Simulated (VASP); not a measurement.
# AlAs (F-43m) in VASP: notebook

AlAs is run at these levels: r2SCAN; tasks: single point.

Program: VASP 6.6.1. These are calculated values, not measurements. Logs are shortened: lines on timing, memory, paths and dates and some standing lists are left out, and cuts for length are marked.

### 1 The cell of the first run

The structure is cubic, space group F-43m (No. 216). Conventional cell: a = 5.678 Å, b = 5.678 Å, c = 5.678 Å, α = 90.00°, β = 90.00°, γ = 90.00°. Al (site symmetry -43m) has 4 As at 2.46 Å within 3.2 Å. Within 3.2 Å of As (site symmetry -43m) lie 4 Al at 2.46 Å.

### 2 Single point, r2SCAN

Input file POSCAR:

```
AlAs
1.0
    0.0000000000      2.8389457805      2.8389457805
    2.8389457805      0.0000000000      2.8389457805
    2.8389457805      2.8389457805      0.0000000000
Al As
1 1
Direct
    0.0000000000      0.0000000000      0.0000000000
    0.2500000000      0.2500000000      0.2500000000
```

Input file INCAR.step1:

```
PREC     = Accurate       # precision mode
ENCUT    = 550            # plane-wave cutoff, eV
ISMEAR   = 0              # smearing method
SIGMA    = 0.02           # smearing width, eV
LREAL    = False          # projectors in reciprocal space
LASPH    = True           # aspherical terms in the spheres
NELM     = 120            # most SCF steps
NBANDS   = 11             # bands
GGA      = PE             # functional
ALGO     = Normal         # electronic algorithm
EDIFF    = 1E-5           # SCF threshold, eV
LWAVE    = True           # write WAVECAR
LCHARG   = False          # write CHGCAR
GGA_COMPAT= False
```

Input file INCAR.step2:

```
PREC     = Accurate       # precision mode
ENCUT    = 550            # plane-wave cutoff, eV
EDIFF    = 1E-6           # SCF threshold, eV
ISMEAR   = 0              # smearing method
SIGMA    = 0.02           # smearing width, eV
LREAL    = False          # projectors in reciprocal space
LASPH    = True           # aspherical terms in the spheres
NELM     = 120            # most SCF steps
ALGO     = Normal         # electronic algorithm
ISIF     = 2              # what is computed and relaxed
LWAVE    = False          # write WAVECAR
LCHARG   = False          # write CHGCAR
METAGGA  = R2SCAN         # meta-GGA
LMIXTAU  = True         
NBANDS   = 11             # bands
ISTART   = 1            
GGA_COMPAT= False
```

Input file KPOINTS:

```
Automatic mesh
0
Gamma
  8 8 8
```

Potentials or basis: VASP PAW PBE potentials, release 64 (Al, As).

Run with:

```bash
> cat potpaw_PBE.64/Al/POTCAR potpaw_PBE.64/As/POTCAR > POTCAR
> cp INCAR.step1 INCAR
> mpirun -np 1 vasp_std > vasp.out
> cp INCAR.step2 INCAR
> mpirun -np 1 vasp_std > vasp.out
```

OUTCAR:

```text
PREC = Accurate
   ENCUT = 550
   EDIFF = 1E-6
   ISMEAR = 0
   LREAL = False
   LASPH = True
   NELM = 120
   ISIF = 2
   METAGGA = R2SCAN
   ISTART = 1

 ion  position               nearest neighbor table
   1  0.000  0.000  0.000-   2 2.46   2 2.46   2 2.46   2 2.46
   2  0.250  0.250  0.250-   1 2.46   1 2.46   1 2.46   1 2.46

  LATTYP: Found a face centered cubic cell.
 ALAT       =     5.6778915610

  Lattice vectors:

 A1 = (   0.0000000000,   2.8389457805,   2.8389457805)
 A2 = (   2.8389457805,   0.0000000000,   2.8389457805)
 A3 = (   2.8389457805,   2.8389457805,   0.0000000000)

Analysis of symmetry for initial positions (statically):
=====================================================================
 Subroutine PRICEL returns:
 Original cell was already a primitive cell.

 Routine SETGRP: Setting up the symmetry group for a
 face centered cubic supercell.

 Subroutine GETGRP returns: Found 24 space group operations
 (whereof 24 operations were pure point group operations)
 out of a pool of 48 trial point group operations.

The static configuration has the point symmetry T_d .

Analysis of symmetry for dynamics (positions and initial velocities):
=====================================================================
 Subroutine PRICEL returns:
 Original cell was already a primitive cell.

 Routine SETGRP: Setting up the symmetry group for a
 face centered cubic supercell.

 Subroutine GETGRP returns: Found 24 space group operations
 (whereof 24 operations were pure point group operations)
 out of a pool of 48 trial point group operations.

The dynamic configuration has the point symmetry T_d .

 Subroutine INISYM returns: Found 24 space group operations
 (whereof 24 operations are pure point group operations),
 and found     1 'primitive' translations

----------------------------------------------------------------------------------------

                                     Primitive cell

  volume of cell :      45.7616

  direct lattice vectors                    reciprocal lattice vectors
     0.000000000  2.838945781  2.838945781    -0.176121715  0.176121715  0.176121715
     2.838945781  0.000000000  2.838945781     0.176121715 -0.176121715  0.176121715
     2.838945781  2.838945781  0.000000000     0.176121715  0.176121715 -0.176121715

  length of vectors
     4.014875626  4.014875626  4.014875626     0.305051759  0.305051759  0.305051759

  position of ions in fractional coordinates (direct lattice)
     0.000000000  0.000000000  0.000000000
[... 86 lines left out ...]
   POTIM  = 0.5000    time-step for ionic-motion
   TEBEG  =    0.0;   TEEND  =   0.0 temperature during run
   PSTRESS=    0.0 pullay stress
   NELECT =       8.0000    total number of electrons
   NUPDOWN=      -1.0000    fix difference up-down
   EMIN   =  10.00;   EMAX   =-10.00  energy-range for DOS
   EFERMI =   0.00;   METHOD = LEGACY
   ISMEAR =     0;   SIGMA  =   0.02  broadening in eV -4-tet -1-fermi 0-gaus
   EFERMI_NEDOS =   21; number of points for ismear=-14 and -15
   IALGO  =     38    algorithm
   IMIX   =      4    mixing-type and parameters
     AMIX     =   0.40;   BMIX     =  1.00
     AMIX_MAG =   1.60;   BMIX_MAG =  1.00
  volume/ion in A,a.u.               =      22.88       154.41
  Fermi-wavevector in a.u.,A,eV,Ry     =   0.915386  1.729829 11.400757  0.837932
  Thomas-Fermi vector in A             =   2.040122
   LORBIT       =      0    0 simple, 1 ext, 2 COOP (PROOUT), +10 PAW based schemes
   METAGGA = R2SCAN    functional components
   LHFCALC =     F    Hartree Fock is set to
   AEXX    =    0.0000 exact exchange contribution
   IVDW    =     0    specifies the selected vdW correction
   LEPSILON=     F    determine dielectric tensor
   LRPA    =     F    only Hartree local field effects (RPA)
 non-spin polarized calculation
 Gauss-broadening in eV      SIGMA  =   0.02
  energy-cutoff  :      550.00
  volume of cell :       45.76
 maximum number of plane-waves:      1363
   NGX = 15   NGY = 15   NGZ = 15

 number of electron       8.0000001 magnetization

 Free energy of the ion-electron system (eV)
  ---------------------------------------------------
  ext. energy  EPLUGINS =         0.00000000
  ---------------------------------------------------
  free energy    TOTEN  =       -22.69543779 eV

  energy without entropy =      -22.69543779  energy(sigma->0) =      -22.69543779

 E-fermi :   3.7109     XC(G=0):  -9.4133

 val. band max:        3.5887144069   @ k =   0.0000   0.0000   0.0000
 cond. band min:       5.3943055641   @ k =   0.5000   0.5000   0.0000
 fundamental gap:      1.8055911572
 Fermi energy:         3.7109068697

 k-point     1 :       0.0000    0.0000    0.0000
  band No.  band energies     occupation
      1      -8.6791      2.00000
      2       3.5887      2.00000
      3       3.5887      2.00000
      4       3.5887      2.00000
      5       6.2186      0.00000
      6       8.2825      0.00000
      7       8.2825      0.00000
      8       8.2825      0.00000
      9      13.0920      0.00000
     10      13.0920      0.00000
     11      13.2793      0.00000
[... 309 lines left out ...]
 k-point    24 :      -0.3750    0.2500    0.1250
  band No.  band energies     occupation
      1      -6.9426      2.00000
      2      -1.7439      2.00000
      3       0.8794      2.00000
      4       2.0260      2.00000
      5       7.6821      0.00000
      6       8.2818      0.00000
      7      10.7812      0.00000
      8      11.7703      0.00000
      9      12.5825      0.00000
     10      15.3255      0.00000
     11      16.6907      0.00000

 [... further k-points ...]

------------------------ aborting loop because EDIFF is reached ----------------------------------------

  FORCE on cell =-STRESS in cart. coord.  units (eV):
  Direction    XX          YY          ZZ          XY          YZ          ZX
  --------------------------------------------------------------------------------------
  -------------------------------------------------------------------------------------
  Total       -0.0117509     -0.0117509     -0.0117509      0.0000000      0.0000000     -0.0000000
  in kB       -0.4114145     -0.4114145     -0.4114145      0.0000000      0.0000000     -0.0000000
  external PRESSURE =      -0.4114145 kB  Pullay stress =       0.0000000 kB

 VOLUME and BASIS-vectors are now :
 -----------------------------------------------------------------------------
  energy-cutoff  :      550.00
  volume of cell :       45.76
      direct lattice vectors                 reciprocal lattice vectors
     0.000000000  2.838945781  2.838945781    -0.176121715  0.176121715  0.176121715
     2.838945781  0.000000000  2.838945781     0.176121715 -0.176121715  0.176121715
     2.838945781  2.838945781  0.000000000     0.176121715  0.176121715 -0.176121715

 POSITION                                       TOTAL-FORCE (eV/Angst)
 -----------------------------------------------------------------------------------
      0.00000      0.00000      0.00000         0.000000     -0.000000      0.000000
      1.41947      1.41947      1.41947        -0.000000      0.000000     -0.000000
 -----------------------------------------------------------------------------------
    total drift:                                0.000000      0.000000      0.000000

  FREE ENERGIE OF THE ION-ELECTRON SYSTEM (eV)
  ---------------------------------------------------
  free  energy   TOTEN  =       -22.6954377914 eV

  energy  without entropy=      -22.6954377914  energy(sigma->0) =      -22.69543779
```

OUTCAR.step1:

```text
PREC = Accurate
   ENCUT = 550
   ISMEAR = 0
   LREAL = False
   LASPH = True
[... 557 lines left out ...]
      0.00000      0.00000      0.00000        -0.000000     -0.000000     -0.000000
      1.41947      1.41947      1.41947         0.000000      0.000000      0.000000
 -----------------------------------------------------------------------------------
    total drift:                                0.000000      0.000000      0.000000

  FREE ENERGIE OF THE ION-ELECTRON SYSTEM (eV)
  ---------------------------------------------------
  free  energy   TOTEN  =        -9.3796431886 eV

  energy  without entropy=       -9.3796431886  energy(sigma->0) =       -9.37964319
```

OSZICAR.step1:

```text
N       E                     dE             d eps       ncg     rms          rms(c)
DAV:   1     0.149079460455E+02    0.14908E+02   -0.30647E+03   638   0.572E+02
DAV:   2    -0.854511712022E+01   -0.23453E+02   -0.22413E+02   797   0.881E+01
DAV:   3    -0.959264033451E+01   -0.10475E+01   -0.10452E+01   849   0.189E+01
DAV:   4    -0.960025642109E+01   -0.76161E-02   -0.76156E-02   731   0.185E+00
DAV:   5    -0.960039139384E+01   -0.13497E-03   -0.13497E-03   771   0.246E-01    0.320E+00
DAV:   6    -0.941147642404E+01    0.18891E+00   -0.33565E-01   701   0.209E+00    0.185E+00
DAV:   7    -0.937880949946E+01    0.32667E-01   -0.16674E-01   731   0.160E+00    0.678E-01
DAV:   8    -0.937939459077E+01   -0.58509E-03   -0.11205E-02   695   0.495E-01    0.109E-01
DAV:   9    -0.937950580893E+01   -0.11122E-03   -0.41028E-04   761   0.116E-01    0.608E-02
DAV:  10    -0.937963931878E+01   -0.13351E-03   -0.17787E-04   702   0.713E-02    0.693E-03
DAV:  11    -0.937964318860E+01   -0.38698E-05   -0.20053E-05   760   0.193E-02
   1 F= -.93796432E+01 E0= -.93796432E+01  d E =-.261730E-20
```

It took 74 s on 1 thread of Intel Xeon 8259CL, shared host; peak memory 0.19 GiB.

Results:

```
Free energy            : -22.6954 eV
Pressure               : 0.0 GPa
Band gap on the k mesh : 1.81 eV, indirect (least direct gap 2.63 eV)
```

Caveat: the PAW data sets were made with another functional, which shifts forces and pressure a little.

### 3 Single point, r2SCAN

POSCAR is that of step 2.

Input file INCAR.step1:

```
SYSTEM = AlAs
  ALGO = Normal
  EDIFF = 1E-5
  ENCUT = 550
  GGA = PE
  GGA_COMPAT = .FALSE.
  ISMEAR = 0
  LASPH = .TRUE.
  LCHARG = .FALSE.
  LREAL = .FALSE.
  LWAVE = .TRUE.
  NBANDS = 11
  NELM = 120
  PREC = Accurate
  SIGMA = 0.02
```

Input file INCAR.step2:

```
SYSTEM = AlAs
  ALGO = Normal
  EDIFF = 1E-6
  ENCUT = 550
  GGA_COMPAT = .FALSE.
  ISIF = 2
  ISMEAR = 0
  ISTART = 1
  LASPH = .TRUE.
  LCHARG = .FALSE.
  LMIXTAU = .TRUE.
  LREAL = .FALSE.
  LWAVE = .FALSE.
  METAGGA = R2SCAN
  NBANDS = 11
  NELM = 120
  PREC = Accurate
  SIGMA = 0.02
```

Input file KPOINTS:

```
k-points
0
G
  8 8 8
  0 0 0
```

Potentials or basis: VASP PAW PBE potentials, release 64 (Al, As).

Run with:

```bash
> cat potpaw_PBE.64/Al/POTCAR potpaw_PBE.64/As/POTCAR > POTCAR
> cp INCAR.step1 INCAR
> mpirun -np 1 vasp_std > vasp.out
> cp INCAR.step2 INCAR
> mpirun -np 1 vasp_std > vasp.out
```

It took 30 s on 1 thread of Intel Xeon 6975P-C (Granite Rapids), shared host; peak memory 0.18 GiB.

Results (log left out):

| Item | Value |
| --- | --- |
| Free energy | -22.6954 eV |
| Pressure | 0.0 GPa |
| Band gap on the k mesh | 1.81 eV, indirect (least direct gap 2.63 eV) |

Levels at points of the mesh, in eV from the valence-band top:
| k point | band 1 | band 2 | band 3 | band 4 | band 5 | band 6 | band 7 | band 8 | band 9 |
| --- | --- | --- | --- | --- | --- | --- | --- | --- | --- |
| (0.00, 0.00, 0.00) | -12.27 | 0.00 | 0.00 | 0.00 | 2.63 | 4.69 | 4.69 | 4.69 | 9.50 |
| (0.50, 0.00, 0.00) | -10.80 | -5.66 | -0.84 | -0.84 | 2.61 | 5.10 | 5.10 | 8.38 | 11.99 |
| (0.50, 0.50, 0.00) | -10.23 | -5.51 | -2.22 | -2.22 | 1.81 | 2.68 | 11.11 | 11.11 | 12.60 |

Caveat: the PAW data sets were made with another functional, which shifts forces and pressure a little. r2SCAN opens gaps a little over a GGA but as a rule still falls short of measured ones.
